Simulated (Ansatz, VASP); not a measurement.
# Li2O in VASP and in Ansatz

POSCAR

```
Li2O
1.0
    2.2543760854      2.2543760854      0.0000000000
   -2.2543760854      2.2543760854      0.0000000000
    0.0000000000      2.2543760854      2.2543760854
Li O
2 1
Direct
    0.2500000000      0.7500000000      0.5000000000
    0.7500000000      0.2500000000      0.5000000000
    0.0000000000      0.0000000000      0.0000000000
```

Contents of INCAR.step1:

```
ALGO = Normal
EDIFF = 1E-5
ENCUT = 830
GGA = PE
GGA_COMPAT = F
ISMEAR = 0
LASPH = T
LCHARG = F
LREAL = F
LWAVE = T
NBANDS = 13
NELM = 120
PREC = Accurate
SIGMA = 0.01
```

INCAR.step2

```
ALGO = Normal
EDIFF = 1E-6
ENCUT = 830
GGA_COMPAT = F
ISIF = 2
ISMEAR = 0
ISTART = 1
LASPH = T
LCHARG = T
LELF = T
LMIXTAU = T
LREAL = F
LVHAR = T
LWAVE = F
METAGGA = R2SCAN
NBANDS = 13
NELM = 120
PREC = Accurate
SIGMA = 0.01
```

File KPOINTS:

```
k-points
0
Gamma
  8 8 8
```

Input for Ansatz:

```yaml
crystal:
  lattice:
    - [2.25437608535, 2.25437608535, 0.0]
    - [-2.25437608535, 2.25437608535, 0.0]
    - [0.0, 2.25437608535, 2.25437608535]
  atoms:
    - { symbol: Li, position: [0.25, 0.75, 0.5] }
    - { symbol: Li, position: [0.75, 0.25, 0.5] }
    - { symbol: O, position: [0.0, 0.0, 0.0] }
kpoints:
  mp_grid: { grid: [8, 8, 8] }
scf:
  occupations: { method: fixed }
  convergence: { dr2_threshold: 1.0e-10 }
hamiltonian:
  xc: r2scan
  pseudopotentials: { kind: paw }
output:
  forces: true
  stress: true
  eigenstates:
    kpoints:
      - [0.0, 0.0, 0.0]
      - [-0.5, 0.5, 0.0]
      - [-0.5, -0.5, -0.5]
      - [0.0, 0.0, -0.5]
      - [0.0, -0.5, -0.5]
      - [0.0, 0.5, 0.0]
      - [-0.5, 0.0, 0.0]
      - [-0.5, 0.0, -0.5]
  eigenvalues: true
```

Alike in both runs: task single point; functional r2SCAN; k mesh 8 × 8 × 8; no spin polarisation.

|  | VASP | Ansatz |
| --- | --- | --- |
| version | VASP 6.6.1 | Ansatz 0.2.0 |
| potentials or method | VASP PAW PBE potentials, release 64 (Li_sv, O) | PAW with Ansatz's default frozen-core files, scalar-relativistic |
| plane-wave cutoff (eV) | 830 | 500 |
| occupations | gaussian, width 0.01 eV | fixed |
| valence electrons in the cell | 12 | 12 |

VASP gave:

```
gap on the k mesh at the Fermi level (eV) : 5.82
pressure (GPa)                            : 4.6
```

**Question.** Estimate Ansatz's values.

**Answer.** gap on the k mesh at the Fermi level (eV): 5.86; pressure (GPa): 4.0.

VASP's potentials were made for PBE, not for r2SCAN.
